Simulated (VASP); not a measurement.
H: electric field gradients with LDA

Crystal: H.

```xyz
2
Lattice="2.0150 0.0000 0.0000 -1.0075 1.7450 0.0000 0.0000 0.0000 3.2370" Properties=species:S:1:pos:R:3 pbc="T T T"
H     0.0000    1.1634    0.8093
H     1.0075    0.5817    2.4278
```

| Property | Result |
| --- | --- |
| Program | VASP 6.6.1 |
| Task | electric field gradients |
| Functional | LDA |
| Potentials or basis | VASP PAW LDA potentials, release 64 (H) |
| Cutoff | 400 eV |
| k mesh | 13 × 13 × 7 |
| Occupations | fermi-dirac, width 0.03 eV |
| Spin | no spin polarisation |
| Dipole correction | no |
| Further INCAR settings | ALGO = Normal; EDIFF = 1e-08; NBANDS = 8 |

| Quantity | Value |
| --- | --- |
| Pressure | -26.5 GPa |
| Band gap on the k mesh | zero (bands 1 and 2 overlap by 8.84 eV) |
| Largest electric field gradient by atom | H -0.07 V/Å² |

Stress tensor (GPa, compression positive):
```
-25.52   0.00   0.00
  0.00 -25.52   0.00
  0.00   0.00 -28.60
```

Levels at points of the mesh, in eV from the Fermi level:
| k point | band 1 | band 2 | band 3 | band 4 | band 5 | band 6 |
| --- | --- | --- | --- | --- | --- | --- |
| (0.00, 0.00, 0.00) | -10.00 | 0.73 | 8.00 | 33.81 | 34.11 | 40.49 |

Run time: 3.9 s on 1 thread of Intel(R) Xeon(R) Platinum 8259CL CPU @ 2.50GHz (Skylake/Cascade Lake) (shared host), peak memory 0.1 GiB.

Caveat: the cell stands under tension; the atoms stand far beyond bonding distance, and open shells without spin polarisation read as a metal; without QUAD_EFG the Cq values of the log hold for a quadrupole moment of 1 mb, not for the nuclei.
